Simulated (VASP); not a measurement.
# Si23C24 (a cell with a defect) in VASP: notebook

The runs below take Si23C24 (a cell with a defect) through single point, with PBEsol.

All numbers are computed with VASP 6.6.1; they aren't measurements. Logs are shortened: lines on timing, memory, paths and dates and some standing lists are left out, and cuts for length are marked.

## 1. The cell of the first run

The cell holds a defect, 94 atoms: a = 9.234 Å, b = 10.663 Å, c = 10.076 Å, α = 90.00°, β = 90.00°, γ = 90.00°.

## 2. Single point, PBEsol, collinear spin

INCAR

```
ALGO     = Normal         # electronic algorithm
EDIFF    = 1E-6           # SCF threshold, eV
ENCUT    = 520            # plane-wave cutoff, eV
GGA      = PS             # functional
GGA_COMPAT= F            
ISIF     = 2              # what is computed and relaxed
ISMEAR   = -1             # smearing method
ISPIN    = 2              # spin polarisation
ISYM     = -1           
KPAR     = 1            
LASPH    = T              # aspherical terms in the spheres
LCHARG   = F              # write CHGCAR
LORBIT   = 11             # projections on sites
LREAL    = Auto         
LWAVE    = F              # write WAVECAR
MAGMOM   = 0 0 0 0 0 0 0 0 0 0 0 0 0 0 0 0 0 0 0 0 0 0 0 0 0 0 0 0 0 0 0 0 0 0 0 0 0 0 0 0 0 0 0 0 0 0 0 0.375 0.375 0 0 0.375 0 0 0 0 0 0 0 0 0 0 0 0 0.375 0 0 0 0 0 0 0.375 0.375 0 0 0.375 0.375 0 0 0 0 0 0 0 0 0 0 0 0 0 0 0 0 0 # initial moments
NBANDS   = 245            # bands
NELECT   = 375.0        
NELM     = 200            # most SCF steps
PREC     = Accurate       # precision mode
SIGMA    = 0.05           # smearing width, eV
```

KPOINTS

```
explicit points
1
Reciprocal
  0.25000000   0.25000000   0.25000000 1
```

POSCAR

```
Si23C24
1.0
    9.2342040000      0.0000000000      0.0000000000
    0.0000000000     10.6627400000      0.0000000000
    0.0000000000      0.0000000000     10.0759470000
Si C
46 48
Direct
    0.9992060000      0.9982870000      0.5011490000
    0.3332730000      0.9973560000      0.4983540000
    0.1654720000      0.2488470000      0.4993940000
    0.0000080000      0.5030830000      0.5021500000
    0.6673290000      0.9994360000      0.5012570000
    0.4989980000      0.2496090000      0.5000700000
    0.1659410000      0.7475330000      0.5013470000
    0.8329160000      0.2496040000      0.5001050000
    0.6650280000      0.5033610000      0.5027080000
    0.5012440000      0.7488510000      0.5014600000
    0.8335380000      0.7504630000      0.5006800000
    0.0011780000      0.1633440000      0.2523440000
    0.1676690000      0.4170750000      0.2505630000
    0.9996210000      0.6664840000      0.2503750000
    0.6666750000      0.1635490000      0.2519760000
    0.4981430000      0.4184390000      0.2512360000
    0.3336140000      0.6672290000      0.2499100000
    0.1645140000      0.9164680000      0.2518710000
    0.8334390000      0.4169660000      0.2501500000
    0.6673360000      0.6677870000      0.2508920000
    0.5026720000      0.9178120000      0.2523300000
    0.8336580000      0.9158720000      0.2505730000
    0.1663370000      0.0823180000      0.7485800000
    0.9994300000      0.3335720000      0.7485810000
    0.5001220000      0.0822750000      0.7489250000
    0.3330940000      0.3316740000      0.7478030000
    0.1657030000      0.5835550000      0.7487830000
    0.9996180000      0.8331390000      0.7504150000
    0.8333950000      0.0830700000      0.7500410000
    0.6669360000      0.3334930000      0.7489940000
    0.5010050000      0.5838650000      0.7495950000
    0.3331940000      0.8323840000      0.7493470000
    0.8333600000      0.5839010000      0.7508000000
    0.6671600000      0.8333050000      0.7504630000
    0.9998740000      0.9995360000      0.9995850000
    0.3334400000      0.0016170000      0.9977250000
    0.1669020000      0.2485050000      0.9965110000
    0.9993870000      0.4999710000      0.9992440000
    0.6670340000      0.9997870000      0.9997330000
    0.4988780000      0.2488650000      0.9969470000
    0.3330510000      0.4998170000      0.9982460000
    0.1660730000      0.7501420000      0.9995460000
    0.8333540000      0.2496330000      0.9991620000
    0.6668470000      0.5004420000      0.9998950000
    0.5007340000      0.7507360000      0.9996770000
    0.8333270000      0.7500670000      0.0002290000
    0.9993970000      0.9989220000      0.1870710000
    0.3334520000      0.9824430000      0.1809300000
    0.1481440000      0.2574480000      0.1787950000
    0.9987310000      0.5004080000      0.1860200000
    0.6677280000      0.9991800000      0.1871730000
    0.5188900000      0.2582650000      0.1793380000
    0.3328370000      0.5003190000      0.1873750000
    0.1659120000      0.7487560000      0.1861500000
    0.8336210000      0.2506630000      0.1866830000
    0.6668950000      0.5015560000      0.1870980000
    0.5002330000      0.7501430000      0.1862410000
    0.8333560000      0.7498590000      0.1875240000
    0.9994540000      0.9993530000      0.6876690000
    0.3331570000      0.9987040000      0.6872970000
    0.1657450000      0.2491410000      0.6872920000
    0.9991040000      0.5004190000      0.6879330000
    0.6670340000      0.9996170000      0.6876910000
    0.5005970000      0.2491280000      0.6879890000
    0.3339040000      0.4993680000      0.7053020000
    0.1659820000      0.7497400000      0.6879450000
    0.8331120000      0.2496680000      0.6869970000
    0.6673420000      0.5005060000      0.6884990000
    0.5006630000      0.7500280000      0.6881600000
    0.8332840000      0.7500170000      0.6877060000
    0.9985280000      0.1640340000      0.4385430000
    0.3328080000      0.1649530000      0.4531720000
    0.1483410000      0.4086430000      0.4325010000
    0.9990670000      0.6672040000      0.4379470000
    0.6673030000      0.1660720000      0.4384300000
    0.5156780000      0.4105340000      0.4341660000
    0.3344220000      0.6812490000      0.4323810000
    0.1658180000      0.9151470000      0.4384200000
    0.8328380000      0.4161140000      0.4377260000
    0.6678250000      0.6676040000      0.4381420000
    0.5017010000      0.9165450000      0.4387990000
    0.8331790000      0.9163220000      0.4381330000
    0.1661560000      0.0823970000      0.9364970000
    0.9986290000      0.3337820000      0.9361280000
    0.5005360000      0.0827230000      0.9368430000
    0.3329670000      0.3324240000      0.9377200000
    0.1660220000      0.5832890000      0.9383420000
    0.9997180000      0.8332520000      0.9380100000
    0.8333790000      0.0832390000      0.9380060000
    0.6673820000      0.3340070000      0.9373680000
    0.5004560000      0.5836630000      0.9391200000
    0.3333480000      0.8323140000      0.9377320000
    0.8332040000      0.5837300000      0.9381120000
    0.6671450000      0.8335690000      0.9380200000
```

Potentials or basis: VASP PAW PBE potentials, release 64 (Si, C).

The run is started by

```sh
$ cat potpaw_PBE.64/Si/POTCAR potpaw_PBE.64/C/POTCAR > POTCAR
$ mpirun -np 4 vasp_std > vasp.out
```

OUTCAR:

```text
EDIFF = 1E-6
   ENCUT = 520
   GGA = PS
   ISIF = 2
   ISMEAR = -1
   ISPIN = 2
   ISYM = -1
   LASPH = T
   LORBIT = 11
   LREAL = Auto
   NELECT = 375.0
   NELM = 200
   PREC = Accurate

 ion  position               nearest neighbor table
   1  0.999  0.998  0.501-  82 1.88  71 1.88  59 1.88  78 1.88  11 3.05  12 3.06   5 3.06  18 3.07
                            23 3.07  28 3.07  29 3.07  22 3.08   3 3.08   2 3.08   7 3.09   8 3.09
   2  0.333  0.997  0.498-  72 1.84  81 1.88  78 1.88  60 1.90  21 3.05  18 3.06  10 3.07   7 3.08
                            32 3.08   5 3.08   1 3.08  23 3.09  25 3.09   6 3.09   3 3.10
   3  0.165  0.249  0.499-  73 1.84  72 1.85  71 1.89  61 1.89  12 3.05   8 3.07  26 3.07  23 3.08
                            24 3.08   6 3.08   1 3.08  13 3.08   2 3.10   4 3.11
   4  0.000  0.503  0.502-  73 1.84  74 1.87  62 1.87  79 1.91   7 3.02  27 3.04  11 3.05  33 3.06
                            24 3.07  14 3.08   9 3.09  19 3.11  13 3.11   3 3.11   8 3.11
   5  0.667  0.999  0.501-  81 1.88  63 1.88  82 1.88  75 1.89  21 3.06  15 3.06  25 3.06   1 3.06
                            11 3.07  29 3.07  34 3.07   8 3.07  10 3.08   2 3.08   6 3.09  22 3.09
   6  0.499  0.250  0.500-  72 1.84  76 1.85  64 1.89  75 1.90  26 3.06  25 3.08   3 3.08  15 3.08
                            30 3.08   8 3.08  16 3.09   5 3.09   2 3.09   9 3.11
   7  0.166  0.748  0.501-  77 1.84  74 1.88  66 1.88  78 1.90   4 3.02  27 3.05  11 3.07  32 3.07
                             2 3.08  28 3.08  14 3.08   1 3.09  17 3.09  18 3.09  10 3.10
   8  0.833  0.250  0.500-  75 1.88  67 1.88  79 1.88  71 1.89   3 3.07  24 3.07  30 3.07  15 3.07
                             5 3.07  12 3.08  29 3.08   6 3.08  19 3.09   1 3.09   4 3.11   9 3.12
   9  0.665  0.503  0.503-  76 1.83  80 1.87  68 1.87  79 1.92  10 3.02  31 3.04  11 3.06  33 3.07
[... 109 lines left out ...]
  81  0.502  0.917  0.439-   5 1.88   2 1.88  21 1.88  10 1.90
  82  0.833  0.916  0.438-   1 1.88  11 1.88   5 1.88  22 1.89
  83  0.166  0.082  0.936-  37 1.87  36 1.87  35 1.88  23 1.89
[... 9 lines left out ...]
  93  0.833  0.584  0.938-  38 1.88  44 1.88  46 1.88  33 1.89
  94  0.667  0.834  0.938-  45 1.88  39 1.88  46 1.88  34 1.89

IMPORTANT INFORMATION: All symmetrisations will be switched off!
NOSYMM: (Re-)initialisation of all symmetry stuff for point group C_1.

----------------------------------------------------------------------------------------

                                     Primitive cell

  volume of cell :     992.0971

  direct lattice vectors                    reciprocal lattice vectors
     9.234204000  0.000000000  0.000000000     0.108293037  0.000000000  0.000000000
     0.000000000 10.662740000  0.000000000     0.000000000  0.093784524  0.000000000
     0.000000000  0.000000000 10.075947000     0.000000000  0.000000000  0.099246254

  length of vectors
     9.234204000 10.662740000 10.075947000     0.108293037  0.093784524  0.099246254

  position of ions in fractional coordinates (direct lattice)
     0.999206000  0.998287000  0.501149000
     0.333273000  0.997356000  0.498354000
     0.165472000  0.248847000  0.499394000
     0.000008000  0.503083000  0.502150000
     0.667329000  0.999436000  0.501257000
     0.498998000  0.249609000  0.500070000
[... 86 lines left out ...]
     0.833204000  0.583730000  0.938112000
     0.667145000  0.833569000  0.938020000

  ion indices of the primitive-cell ions
   primitive index   ion index
                 1           1
                 2           2
                 3           3
[... 150 lines left out ...]
   LEPSILON=     F    determine dielectric tensor
   LRPA    =     F    only Hartree local field effects (RPA)
 spin polarized calculation
  energy-cutoff  :      520.00
  volume of cell :      992.10
 maximum number of plane-waves:     26706
 NGX is ok and might be reduce to    70
   NGX = 35   NGY = 39   NGZ = 37

 number of electron     375.0000014 magnetization       2.9810146

 Free energy of the ion-electron system (eV)
  ---------------------------------------------------
  ext. energy  EPLUGINS =         0.00000000
  ---------------------------------------------------
  free energy    TOTEN  =      -744.26985846 eV

  energy without entropy =     -744.19448802  energy(sigma->0) =     -744.23217324

 E-fermi :   7.8842     XC(G=0): -11.3493

 val. band max:        7.8235365020   @ k =   0.2500   0.2500   0.2500
 cond. band min:       7.9322362156   @ k =   0.2500   0.2500   0.2500
 fundamental gap:      0.1086997136
 Fermi energy:         7.8842372502

 spin component 1

 k-point     1 :       0.2500    0.2500    0.2500
  band No.  band energies     occupation
      1      -7.5403      1.00000
      2      -7.0488      1.00000
      3      -6.9386      1.00000
      4      -6.7779      1.00000
      5      -6.4375      1.00000
      6      -6.3429      1.00000
[... 191 lines left out ...]
    198      11.0643      0.00000
    199      11.2782      0.00000
 Fermi energy:         7.8842372502

 spin component 2

 k-point     1 :       0.2500    0.2500    0.2500
  band No.  band energies     occupation
      1      -7.5159      1.00000
      2      -7.0195      1.00000
      3      -6.9138      1.00000
      4      -6.7478      1.00000
      5      -6.4074      1.00000
      6      -6.3094      1.00000
[... 191 lines left out ...]
    198      11.0932      0.00000
    199      11.3011      0.00000
 [bands above 199 left out]

------------------------ aborting loop because EDIFF is reached ----------------------------------------

  FORCE on cell =-STRESS in cart. coord.  units (eV):
  Direction    XX          YY          ZZ          XY          YZ          ZX
  --------------------------------------------------------------------------------------
  -------------------------------------------------------------------------------------
  Total       -5.5727243     -1.3875652      0.0377944      4.5450779     -0.6921085      1.7290978
  in kB       -8.9996161     -2.2408347      0.0610357      7.3400286     -1.1177139      2.7923894
  external PRESSURE =      -3.7264717 kB  Pullay stress =       0.0000000 kB

 VOLUME and BASIS-vectors are now :
 -----------------------------------------------------------------------------
  energy-cutoff  :      520.00
  volume of cell :      992.10
      direct lattice vectors                 reciprocal lattice vectors
     9.234204000  0.000000000  0.000000000     0.108293037  0.000000000  0.000000000
     0.000000000 10.662740000  0.000000000     0.000000000  0.093784524  0.000000000
     0.000000000  0.000000000 10.075947000     0.000000000  0.000000000  0.099246254

 POSITION                                       TOTAL-FORCE (eV/Angst)
 -----------------------------------------------------------------------------------
      9.22687     10.64447      5.04955        -0.005530     -0.018163      0.019880
      3.07751     10.63455      5.02139         0.004377     -0.042894     -0.044046
      1.52800      2.65339      5.03187         0.035998     -0.030098     -0.019565
      0.00007      5.36424      5.05964        -0.022832      0.012702      0.008378
      6.16225     10.65673      5.05064         0.008914     -0.012493      0.011523
      4.60785      2.66152      5.03868        -0.010006     -0.020180     -0.017166
[... 86 lines left out ...]
      7.69398      6.22416      9.45237         0.000048     -0.000325      0.001561
      6.16055      8.88813      9.45144         0.009947     -0.004110     -0.007996
 -----------------------------------------------------------------------------------
    total drift:                                0.040687     -0.023146      0.016405

  FREE ENERGIE OF THE ION-ELECTRON SYSTEM (eV)
  ---------------------------------------------------
  free  energy   TOTEN  =      -744.2698584607 eV

  energy  without entropy=     -744.1944880169  energy(sigma->0) =     -744.23217324

 total charge

# of ion       s       p       d       tot
------------------------------------------
    1        0.711   0.975   0.000   1.686
    2        0.710   0.979   0.000   1.689
    3        0.711   0.990   0.000   1.701
    4        0.712   0.981   0.000   1.693
    5        0.711   0.974   0.000   1.685
    6        0.711   0.987   0.000   1.698
[... 86 lines left out ...]
   93        0.835   1.702   0.000   2.537
   94        0.834   1.704   0.000   2.538
--------------------------------------------------
tot         73.081 125.156   0.000 198.238

 magnetization (x)

# of ion       s       p       d       tot
------------------------------------------
    1        0.001   0.006   0.000   0.007
    2       -0.002  -0.004   0.000  -0.005
    3       -0.003  -0.008   0.000  -0.011
    4       -0.002  -0.005   0.000  -0.006
    5        0.001   0.002   0.000   0.003
    6       -0.001  -0.002   0.000  -0.003
[... 86 lines left out ...]
   93        0.000  -0.000   0.000   0.000
   94        0.000   0.001   0.000   0.001
--------------------------------------------------
tot          0.117   1.359   0.000   1.476
```

Wall time 4.9 min (4 MPI ranks of AMD EPYC 9R45 (Zen 5), shared host); peak memory 0.48 GiB.

What came out:

- Free energy: -744.2699 eV
- Largest force: 0.125 eV/Å
- Net moment: 2.98 μB per cell
- Site moments: Si +0.01, -0.01, +0.00, -0.00 (each value once); C +0.00, +0.09, +0.06, +0.01, -0.00, +0.13, +0.02, +0.25, +0.26, -0.06 (each value once) μB
- Valence electrons inside the program's atomic spheres: Si 1.69, 1.70, 1.68, 1.67 (each value once); C 2.54, 2.42, 2.52, 2.49, 2.51, 2.53, 2.45, 2.44, 2.43, 2.50 (each value once)

Forces on the atoms (eV/Å):
```
Si  -0.006 -0.018  0.020
Si   0.004 -0.043 -0.044
Si   0.036 -0.030 -0.020
Si  -0.023  0.013  0.008
Si   0.009 -0.012  0.012
Si  -0.010 -0.020 -0.017
Si  -0.049 -0.001  0.030
Si  -0.003 -0.004  0.013
Si   0.012  0.015  0.011
Si   0.052 -0.004  0.040
Si  -0.003  0.010  0.008
Si  -0.010  0.017 -0.037
Si  -0.001 -0.017 -0.039
Si   0.009  0.014 -0.026
Si  -0.029  0.034 -0.041
Si   0.028 -0.049 -0.063
Si   0.003  0.013 -0.080
Si   0.092  0.003 -0.085
Si  -0.027 -0.011 -0.027
Si  -0.027 -0.019 -0.049
Si  -0.083 -0.012 -0.083
Si  -0.002  0.016 -0.023
Si  -0.008 -0.015  0.024
Si  -0.015 -0.008 -0.016
Si   0.005 -0.002  0.025
Si   0.008 -0.050 -0.023
Si  -0.032  0.014  0.000
Si  -0.006  0.001  0.009
Si   0.005  0.007  0.016
Si   0.017  0.010  0.038
Si   0.038  0.024  0.000
Si   0.008 -0.035  0.045
Si  -0.005  0.009  0.006
Si  -0.004 -0.005  0.007
Si   0.002  0.004  0.012
Si  -0.006 -0.070  0.097
Si   0.006 -0.025 -0.019
Si  -0.007 -0.003 -0.009
Si  -0.013  0.004  0.025
Si   0.033 -0.009  0.034
Si   0.004  0.004  0.001
Si   0.025  0.018 -0.008
Si  -0.036 -0.001  0.017
Si   0.006 -0.017  0.009
Si  -0.022  0.009 -0.003
Si  -0.003  0.008  0.006
C   -0.012  0.001  0.015
C   -0.020  0.038 -0.010
C    0.045 -0.003  0.088
C    0.013  0.001  0.020
C    0.015 -0.001  0.007
C   -0.056 -0.002  0.066
C   -0.005 -0.003  0.023
C   -0.037 -0.011  0.065
C    0.011 -0.023  0.035
C    0.017  0.027  0.027
C    0.044 -0.017  0.064
C    0.010  0.001  0.006
C    0.003 -0.001 -0.014
C    0.000  0.037 -0.026
C    0.001  0.011  0.019
C    0.009  0.002 -0.002
C   -0.005  0.006 -0.007
C   -0.015  0.003  0.001
C    0.003  0.026 -0.030
C    0.001 -0.008 -0.029
C    0.001  0.001 -0.009
C   -0.006  0.000 -0.011
C   -0.006 -0.001 -0.024
C    0.002 -0.003 -0.003
C   -0.001  0.021  0.000
C   -0.021  0.085 -0.001
C    0.013  0.012  0.018
C    0.013 -0.003 -0.004
C   -0.008  0.010 -0.005
C   -0.007  0.005  0.022
C   -0.002 -0.017  0.036
C    0.006 -0.001  0.010
C    0.001  0.005 -0.002
C   -0.004 -0.001  0.001
C   -0.010 -0.001  0.009
C   -0.005  0.002  0.000
C    0.003  0.015 -0.022
C    0.032 -0.005  0.026
C   -0.005  0.004 -0.018
C   -0.007  0.027 -0.019
C    0.012 -0.012  0.001
C   -0.002 -0.012 -0.004
C    0.007  0.003 -0.009
C    0.009  0.006 -0.037
C   -0.007 -0.014 -0.002
C   -0.014  0.027 -0.067
C    0.000  0.000  0.002
C    0.010 -0.004 -0.008
```

Levels at points of the mesh, in eV from the Fermi level:
Spin up:
```csv
k point,band 185,band 186,band 187,band 188,band 189,band 190,band 191,band 192,band 193,band 194
"(0.25, 0.25, 0.25)",-0.74,-0.59,-0.25,-0.14,-0.06,0.05,0.25,0.31,2.56,2.70
```
Spin down:
| k point | band 182 | band 183 | band 184 | band 185 | band 186 | band 187 | band 188 | band 189 | band 190 | band 191 |
| --- | --- | --- | --- | --- | --- | --- | --- | --- | --- | --- |
| (0.25, 0.25, 0.25) | -0.88 | -0.81 | -0.74 | -0.64 | -0.51 | 0.25 | 0.30 | 0.50 | 0.65 | 0.75 |

Caveat: the cell carries a net charge on a neutralising background, which shifts energy and pressure; the cell is charged against a uniform background, so pressure and absolute levels hang on convention; the PAW data sets were made with another functional, which shifts forces and pressure a little.

(Part 1 of 3 ends here.)
